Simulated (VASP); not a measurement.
# B (Fd-3m) in VASP: a series of runs

The runs below take B through single point, with r2SCAN.

All numbers are computed with VASP 6.6.1; they aren't measurements. Logs are shortened: lines on timing, memory, paths and dates and some standing lists are left out, and cuts for length are marked.

## (1) The cell of the first run

Symmetry: Fd-3m, No. 227, cubic system. The conventional cell has a = 3.996 Å, b = 3.996 Å, c = 3.996 Å, α = 90.00°, β = 90.00°, γ = 90.00°. Within 2.3 Å of B (site symmetry -43m) lie 4 B at 1.73 Å.

## (2) Single point, r2SCAN

The input, POSCAR:

```
B
1.0
    0.0000000000      1.9980803089      1.9980803089
    1.9980803089      0.0000000000      1.9980803089
    1.9980803089      1.9980803089      0.0000000000
B
2
Direct
    0.5000000000      0.5000000000      0.5000000000
    0.7500000000      0.7500000000      0.7500000000
```

The input, INCAR.step1:

```
PREC = Accurate
ENCUT = 520
ISMEAR = 0
SIGMA = 0.1
LREAL = F
LASPH = T
NELM = 80
NBANDS = 10
GGA = PE
ALGO = Normal
EDIFF = 1E-4
LWAVE = T
LCHARG = F
```

The input, INCAR.step2:

```
PREC = Accurate
ENCUT = 520
EDIFF = 1E-6
ISMEAR = 0
SIGMA = 0.1
LREAL = F
LASPH = T
NELM = 80
ALGO = Normal
ISIF = 2
LWAVE = F
LCHARG = F
METAGGA = R2SCAN
LMIXTAU = T
NBANDS = 10
ISTART = 1
```

The input, KPOINTS:

```
Automatic mesh
0
Gamma
  8 8 8
```

Potentials or basis: VASP PAW PBE potentials, release 64 (B).

The run is started by

```console
$ cat potpaw_PBE.64/B/POTCAR > POTCAR
$ cp INCAR.step1 INCAR
$ mpirun -np 1 vasp_std > vasp.out
$ cp INCAR.step2 INCAR
$ mpirun -np 1 vasp_std > vasp.out
```

OUTCAR:

```text
PREC = Accurate
   ENCUT = 520
   EDIFF = 1E-6
   ISMEAR = 0
   LREAL = F
   LASPH = T
   NELM = 80
   ISIF = 2
   METAGGA = R2SCAN
   ISTART = 1

 ion  position               nearest neighbor table
   1  0.500  0.500  0.500-   2 1.73   2 1.73   2 1.73   2 1.73
   2  0.750  0.750  0.750-   1 1.73   1 1.73   1 1.73   1 1.73

  LATTYP: Found a face centered cubic cell.
 ALAT       =     3.9961606178

  Lattice vectors:

 A1 = (   0.0000000000,   1.9980803089,   1.9980803089)
 A2 = (   1.9980803089,   0.0000000000,   1.9980803089)
 A3 = (   1.9980803089,   1.9980803089,   0.0000000000)

Analysis of symmetry for initial positions (statically):
=====================================================================
 Subroutine PRICEL returns:
 Original cell was already a primitive cell.

 Routine SETGRP: Setting up the symmetry group for a
 face centered cubic supercell.

 Subroutine GETGRP returns: Found 48 space group operations
 (whereof 24 operations were pure point group operations)
 out of a pool of 48 trial point group operations.

The static configuration has the point symmetry T_d .
 The point group associated with its full space group is O_h .

Analysis of symmetry for dynamics (positions and initial velocities):
=====================================================================
 Subroutine PRICEL returns:
 Original cell was already a primitive cell.

 Routine SETGRP: Setting up the symmetry group for a
 face centered cubic supercell.

 Subroutine GETGRP returns: Found 48 space group operations
 (whereof 24 operations were pure point group operations)
 out of a pool of 48 trial point group operations.

The dynamic configuration has the point symmetry T_d .
 The point group associated with its full space group is O_h .

 Subroutine INISYM returns: Found 48 space group operations
 (whereof 24 operations are pure point group operations),
 and found     1 'primitive' translations

----------------------------------------------------------------------------------------

                                     Primitive cell

  volume of cell :      15.9540

  direct lattice vectors                    reciprocal lattice vectors
     0.000000000  1.998080309  1.998080309    -0.250240192  0.250240192  0.250240192
     1.998080309  0.000000000  1.998080309     0.250240192 -0.250240192  0.250240192
     1.998080309  1.998080309  0.000000000     0.250240192  0.250240192 -0.250240192
[... 84 lines left out ...]
   EDIFF  = 0.1E-05   stopping-criterion for ELM
   LREAL  =      F    real-space projection
   EDIFFG = 0.1E-04   stopping-criterion for IOM
   NSW    =      0    number of steps for IOM
   IBRION =     -1    ionic relax: 0-MD 1-quasi-New 2-CG
   NFREE  =      0    steps in history (QN), initial steepest desc. (CG)
   ISIF   =      2    stress and relaxation
   ISYM   =      2    0-nonsym 1-usesym 2-fastsym
   POTIM  = 0.5000    time-step for ionic-motion
   TEBEG  =    0.0;   TEEND  =   0.0 temperature during run
   PSTRESS=    0.0 pullay stress
   NELECT =       6.0000    total number of electrons
   NUPDOWN=      -1.0000    fix difference up-down
   EMIN   =  10.00;   EMAX   =-10.00  energy-range for DOS
   EFERMI =   0.00;   METHOD = LEGACY
   ISMEAR =     0;   SIGMA  =   0.10  broadening in eV -4-tet -1-fermi 0-gaus
   EFERMI_NEDOS =   21; number of points for ismear=-14 and -15
   IALGO  =     38    algorithm
   IMIX   =      4    mixing-type and parameters
     AMIX     =   0.40;   BMIX     =  1.00
     AMIX_MAG =   1.60;   BMIX_MAG =  1.00
  volume/ion in A,a.u.               =       7.98        53.83
  Fermi-wavevector in a.u.,A,eV,Ry     =   1.181687  2.233064 18.998947  1.396383
  Thomas-Fermi vector in A             =   2.317955
   LORBIT       =      0    0 simple, 1 ext, 2 COOP (PROOUT), +10 PAW based schemes
   METAGGA = R2SCAN    functional components
   LHFCALC =     F    Hartree Fock is set to
   AEXX    =    0.0000 exact exchange contribution
   IVDW    =     0    specifies the selected vdW correction
   LEPSILON=     F    determine dielectric tensor
   LRPA    =     F    only Hartree local field effects (RPA)
 non-spin polarized calculation
 Gauss-broadening in eV      SIGMA  =   0.10
  energy-cutoff  :      520.00
  volume of cell :       15.95
 maximum number of plane-waves:       445
 NGX is ok and might be reduce to    24
   NGX = 11   NGY = 11   NGZ = 11

 number of electron       6.0000000 magnetization

 Free energy of the ion-electron system (eV)
  ---------------------------------------------------
  ext. energy  EPLUGINS =         0.00000000
  ---------------------------------------------------
  free energy    TOTEN  =       -12.68341708 eV

  energy without entropy =      -12.67775624  energy(sigma->0) =      -12.68058666

 E-fermi :   4.0162     XC(G=0): -12.0613

 val. band max:        3.9309426357   @ k =   0.3750   0.2500   0.0000
 cond. band min:       4.0615645325   @ k =  -0.3750   0.2500   0.1250
 fundamental gap:      0.1306218968
 Fermi energy:         4.0161950117

 k-point     1 :       0.0000    0.0000    0.0000
  band No.  band energies     occupation
      1     -10.0019      2.00000
      2       8.5416      0.00000
      3       8.5416      0.00000
      4       8.5416      0.00000
      5      12.8931      0.00000
      6      12.8931      0.00000
      7      12.8931      0.00000
      8      22.4381      0.00000
      9      24.8122      0.00000
     10      28.3883      0.00000
[... 287 lines left out ...]
 k-point    24 :      -0.3750    0.2500    0.1250
  band No.  band energies     occupation
      1      -3.8997      2.00000
      2      -2.6493      2.00000
      3       2.8846      2.00000
      4       4.0616      0.52112
      5      14.7825      0.00000
      6      16.6059      0.00000
      7      20.6999      0.00000
      8      21.7544      0.00000
      9      23.2648      0.00000
     10      29.9175      0.00000

 [... further k-points ...]
[... 5 lines left out ...]
  --------------------------------------------------------------------------------------
  -------------------------------------------------------------------------------------
  Total        0.8298521      0.8298521      0.8298521      0.0000000      0.0000000      0.0000000
  in kB       83.3378879     83.3378879     83.3378879      0.0000000      0.0000000      0.0000000
  external PRESSURE =      83.3378879 kB  Pullay stress =       0.0000000 kB

 VOLUME and BASIS-vectors are now :
 -----------------------------------------------------------------------------
  energy-cutoff  :      520.00
  volume of cell :       15.95
      direct lattice vectors                 reciprocal lattice vectors
     0.000000000  1.998080309  1.998080309    -0.250240192  0.250240192  0.250240192
     1.998080309  0.000000000  1.998080309     0.250240192 -0.250240192  0.250240192
     1.998080309  1.998080309  0.000000000     0.250240192  0.250240192 -0.250240192

 POSITION                                       TOTAL-FORCE (eV/Angst)
 -----------------------------------------------------------------------------------
      1.99808      1.99808      1.99808        -0.000000     -0.000000     -0.000000
      2.99712      2.99712      2.99712         0.000000      0.000000      0.000000
 -----------------------------------------------------------------------------------
    total drift:                                0.000000      0.000000      0.000000

  FREE ENERGIE OF THE ION-ELECTRON SYSTEM (eV)
  ---------------------------------------------------
  free  energy   TOTEN  =       -12.6834170774 eV

  energy  without entropy=      -12.6777562407  energy(sigma->0) =      -12.68058666
```

OUTCAR.step1:

```text
PREC = Accurate
   ENCUT = 520
   ISMEAR = 0
   LREAL = F
   LASPH = T
[... 535 lines left out ...]
 -----------------------------------------------------------------------------------
      1.99808      1.99808      1.99808        -0.000000      0.000000     -0.000000
      2.99712      2.99712      2.99712         0.000000     -0.000000      0.000000
 -----------------------------------------------------------------------------------
    total drift:                                0.000000      0.000000      0.000000

  FREE ENERGIE OF THE ION-ELECTRON SYSTEM (eV)
  ---------------------------------------------------
  free  energy   TOTEN  =       -11.5041820227 eV

  energy  without entropy=      -11.4976509655  energy(sigma->0) =      -11.50091649
```

Wall time 7.6 s (1 thread of Intel Xeon 6975P-C (Granite Rapids), shared host); peak memory 0.13 GiB.

Results:

```yaml
Free_energy: -12.6834 eV
Pressure: 8.3 GPa
Band_gap_on_the_k_mesh: zero (band 3 reaches 8.54 eV, above the bottom of band 4 at 0.60 eV)
```

Caveat: the PAW data sets were made with another functional, which shifts forces and pressure a little.

## (3) Single point, r2SCAN

This run uses another cell than the first one, of 8.32 Å³/atom, 1.044 times its volume.

The input, POSCAR:

```
B
1.0
    0.0000000000      2.0266940462      2.0266940462
    2.0266940462      0.0000000000      2.0266940462
    2.0266940462      2.0266940462      0.0000000000
B
2
Direct
    0.0000000000      0.0000000000      0.0000000000
    0.2500000000      0.2500000000      0.2500000000
```

The input, INCAR.step1:

```
  ALGO = Normal
  EDIFF = 1E-4
  ENCUT = 520
  GGA = PE
  ISMEAR = 0
  LASPH = T
  LCHARG = F
  LREAL = F
  LWAVE = T
  NBANDS = 10
  NELM = 100
  PREC = Accurate
  SIGMA = 0.1
```

The input, INCAR.step2:

```
  ALGO = Normal
  EDIFF = 1E-7
  ENCUT = 520
  ISIF = 2
  ISMEAR = 0
  ISTART = 1
  LASPH = T
  LCHARG = T
  LELF = T
  LMIXTAU = T
  LREAL = F
  LVHAR = T
  LWAVE = F
  METAGGA = R2SCAN
  NBANDS = 10
  NELM = 100
  PREC = Accurate
  SIGMA = 0.1
```

The input, KPOINTS:

```
k-points
0
Gamma
  24 24 24
```

Potentials or basis: VASP PAW PBE potentials, release 64 (B).

The run is started by

```console
$ cat potpaw_PBE.64/B/POTCAR > POTCAR
$ cp INCAR.step1 INCAR
$ mpirun -np 1 vasp_std > vasp.out
$ cp INCAR.step2 INCAR
$ mpirun -np 1 vasp_std > vasp.out
```

OUTCAR:

```text
EDIFF = 1E-7
   ENCUT = 520
   ISIF = 2
   ISMEAR = 0
   ISTART = 1
   LASPH = T
   LREAL = F
   METAGGA = R2SCAN
   NELM = 100
   PREC = Accurate

 ion  position               nearest neighbor table
   1  0.000  0.000  0.000-   2 1.76   2 1.76   2 1.76   2 1.76
   2  0.250  0.250  0.250-   1 1.76   1 1.76   1 1.76   1 1.76

  LATTYP: Found a face centered cubic cell.
 ALAT       =     4.0533880924

  Lattice vectors:

 A1 = (   0.0000000000,   2.0266940462,   2.0266940462)
 A2 = (   2.0266940462,   0.0000000000,   2.0266940462)
 A3 = (   2.0266940462,   2.0266940462,   0.0000000000)

Analysis of symmetry for initial positions (statically):
=====================================================================
 Subroutine PRICEL returns:
 Original cell was already a primitive cell.

 Routine SETGRP: Setting up the symmetry group for a
 face centered cubic supercell.

 Subroutine GETGRP returns: Found 48 space group operations
 (whereof 24 operations were pure point group operations)
 out of a pool of 48 trial point group operations.

The static configuration has the point symmetry T_d .
 The point group associated with its full space group is O_h .

Analysis of symmetry for dynamics (positions and initial velocities):
=====================================================================
 Subroutine PRICEL returns:
 Original cell was already a primitive cell.

 Routine SETGRP: Setting up the symmetry group for a
 face centered cubic supercell.

 Subroutine GETGRP returns: Found 48 space group operations
 (whereof 24 operations were pure point group operations)
 out of a pool of 48 trial point group operations.

The dynamic configuration has the point symmetry T_d .
 The point group associated with its full space group is O_h .

 Subroutine INISYM returns: Found 48 space group operations
 (whereof 24 operations are pure point group operations),
 and found     1 'primitive' translations

[... 116 lines left out ...]
  Fermi-wavevector in a.u.,A,eV,Ry     =   1.165003  2.201537 18.466263  1.357232
  Thomas-Fermi vector in A             =   2.301534
   LORBIT       =      0    0 simple, 1 ext, 2 COOP (PROOUT), +10 PAW based schemes
   METAGGA = R2SCAN    functional components
   LHFCALC =     F    Hartree Fock is set to
   AEXX    =    0.0000 exact exchange contribution
   IVDW    =     0    specifies the selected vdW correction
   LEPSILON=     F    determine dielectric tensor
   LRPA    =     F    only Hartree local field effects (RPA)
 non-spin polarized calculation
 Gauss-broadening in eV      SIGMA  =   0.10
  energy-cutoff  :      520.00
  volume of cell :       16.65
 maximum number of plane-waves:       464
 NGX is ok and might be reduce to    24
   NGX = 11   NGY = 11   NGZ = 11

 number of electron       6.0000000 magnetization

 Free energy of the ion-electron system (eV)
  ---------------------------------------------------
  ext. energy  EPLUGINS =         0.00000000
  ---------------------------------------------------
  free energy    TOTEN  =       -12.69835019 eV

  energy without entropy =      -12.69427365  energy(sigma->0) =      -12.69631192

 E-fermi :   3.7203     XC(G=0): -11.8734

 val. band max:        3.7091092390   @ k =   0.4583   0.2500   0.0417
 cond. band min:       3.7222723239   @ k =  -0.3333   0.2917   0.0833
 fundamental gap:      0.0131630849
 Fermi energy:         3.7203285135

 k-point     1 :       0.0000    0.0000    0.0000
  band No.  band energies     occupation
      1     -10.0100      2.00000
      2       8.0562      0.00000
      3       8.0562      0.00000
      4       8.0562      0.00000
      5      12.3341      0.00000
      6      12.3341      0.00000
      7      12.3341      0.00000
      8      21.1834      0.00000
      9      23.8437      0.00000
     10      27.5417      0.00000
[... 287 lines left out ...]
 k-point    24 :       0.4583    0.0417    0.0000
  band No.  band energies     occupation
      1      -5.6134      2.00000
      2      -2.8403      2.00000
      3       5.4357      0.00000
      4       5.5081      0.00000
      5      14.3733      0.00000
      6      14.7487      0.00000
      7      16.2923      0.00000
      8      20.7375      0.00000
      9      26.0628      0.00000
     10      27.6738      0.00000

 [... further k-points ...]
[... 5 lines left out ...]
  --------------------------------------------------------------------------------------
  -------------------------------------------------------------------------------------
  Total        0.0035393      0.0035393      0.0035393     -0.0000000      0.0000000     -0.0000000
  in kB        0.3405959      0.3405959      0.3405959     -0.0000000      0.0000000     -0.0000000
  external PRESSURE =       0.3405959 kB  Pullay stress =       0.0000000 kB

 VOLUME and BASIS-vectors are now :
 -----------------------------------------------------------------------------
  energy-cutoff  :      520.00
  volume of cell :       16.65
      direct lattice vectors                 reciprocal lattice vectors
     0.000000000  2.026694046  2.026694046    -0.246707193  0.246707193  0.246707193
     2.026694046  0.000000000  2.026694046     0.246707193 -0.246707193  0.246707193
     2.026694046  2.026694046  0.000000000     0.246707193  0.246707193 -0.246707193

 POSITION                                       TOTAL-FORCE (eV/Angst)
 -----------------------------------------------------------------------------------
      0.00000      0.00000      0.00000        -0.000000     -0.000000      0.000000
      1.01335      1.01335      1.01335         0.000000      0.000000     -0.000000
 -----------------------------------------------------------------------------------
    total drift:                               -0.000000      0.000000      0.000000

  FREE ENERGIE OF THE ION-ELECTRON SYSTEM (eV)
  ---------------------------------------------------
  free  energy   TOTEN  =       -12.6983501923 eV

  energy  without entropy=      -12.6942736510  energy(sigma->0) =      -12.69631192
```

OUTCAR.step1:

```text
EDIFF = 1E-4
   ENCUT = 520
   GGA = PE
   ISMEAR = 0
   LASPH = T
[... 535 lines left out ...]
 -----------------------------------------------------------------------------------
      0.00000      0.00000      0.00000        -0.000000     -0.000000     -0.000000
      1.01335      1.01335      1.01335         0.000000      0.000000      0.000000
 -----------------------------------------------------------------------------------
    total drift:                               -0.000000      0.000000      0.000000

  FREE ENERGIE OF THE ION-ELECTRON SYSTEM (eV)
  ---------------------------------------------------
  free  energy   TOTEN  =       -11.5179006690 eV

  energy  without entropy=      -11.5134662917  energy(sigma->0) =      -11.51568348
```

Run time: 90 s. Hardware: 1 thread of Intel Xeon 6975P-C (Granite Rapids), shared host; peak memory 0.17 GiB.

What came out:

- Free energy: -12.6984 eV
- Pressure: 0.0 GPa
- Band gap on the k mesh: zero (band 3 reaches 8.06 eV, above the bottom of band 4 at 0.43 eV)

Caveat: the PAW data sets were made with another functional, which shifts forces and pressure a little.
